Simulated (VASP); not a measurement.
A run of VASP 6.6.1 is set up as follows.

INCAR

```
SYSTEM = SnTe
ALGO     = Normal         ! electronic algorithm
EDIFF    = 1E-6           ! SCF threshold, eV
ENCUT    = 520            ! plane-wave cutoff, eV
GGA      = PE             ! functional
ISIF     = 2              ! what is computed and relaxed
ISMEAR   = 0              ! smearing method
LASPH    = .TRUE.         ! aspherical terms in the spheres
LCHARG   = .TRUE.         ! write CHGCAR
LELF     = .TRUE.         ! ELF
LREAL    = .FALSE.        ! projectors in reciprocal space
LVHAR    = .TRUE.       
LWAVE    = .FALSE.        ! write WAVECAR
NBANDS   = 17             ! bands
NELM     = 80             ! most SCF steps
PREC     = Accurate       ! precision mode
SIGMA    = 0.03           ! smearing width, eV
```

File KPOINTS:

```
k-points
0
G
  10 10 10
  0 0 0
```

File POSCAR:

```
SnTe
1.0
    0.0000000000      3.4090200000      3.4090200000
    3.4090200000      0.0000000000      3.4090200000
    3.4090200000      3.4090200000      0.0000000000
Sn Te
1 1
Direct
    0.0000000000      0.0000000000      0.0000000000
    0.5000000000      0.5000000000      0.5000000000
```

Potentials or basis: VASP PAW PBE potentials, release 64 (Sn_d, Te).

The run is started by

```console
$ cat potpaw_PBE.64/Sn_d/POTCAR potpaw_PBE.64/Te/POTCAR > POTCAR
$ mpirun -np 1 vasp_std > vasp.out
```

Q: Predict the band gap on the k mesh.

A: 0.47 eV, direct.

Q: Estimate the pressure.

A: -5.0 GPa.

Caveat: the cell differs from its parent crystal (strain +0.080 along x and y, +0.080 along z); spin-orbit coupling is left out, which moves the levels of the heavy elements. A k mesh can miss the band edges.
